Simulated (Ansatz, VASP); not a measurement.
Two plane-wave programs on CsPbCl3

```
Cs Pb Cl
1.0
     5.74512    0.00000    0.00000
     0.00000    5.74512    0.00000
     0.00000    0.00000    5.74512
Cs Pb Cl
1 1 3
Direct
  0.00000 0.00000 0.00000
  0.50000 0.50000 0.50000
  0.00000 0.50000 0.50000
  0.50000 0.00000 0.50000
  0.50000 0.50000 0.00000
```

Change from the starting cell: strain +0.025 along x and y, +0.025 along z, atoms carried along.

Alike in both runs: task single point; functional PBEsol; k mesh 6 × 6 × 6; occupations gaussian, width 0.05 eV; no spin polarisation.

```csv
,VASP,Ansatz
version,VASP 6.6.1,Ansatz 0.2.0
potentials or method,"VASP PAW PBE potentials, release 64 (Cs_sv, Pb_d, Cl), cutoff 520 eV","scalar-relativistic, plane waves, PAW"
valence electrons in the cell,44,44
```

```csv
,VASP,Ansatz,Ansatz less VASP
gap on the k mesh at the Fermi level (eV),2.11,2.10,-0.005
least direct gap on the mesh (eV),2.11,2.10,-0.005
pressure (GPa),-1.5,-1.4,+0.04
```

VASP's potentials were made for PBE, not for PBEsol. The functional is the same, so the differences come from potentials, cutoffs and numerics.

Neither program's run includes spin-orbit coupling.
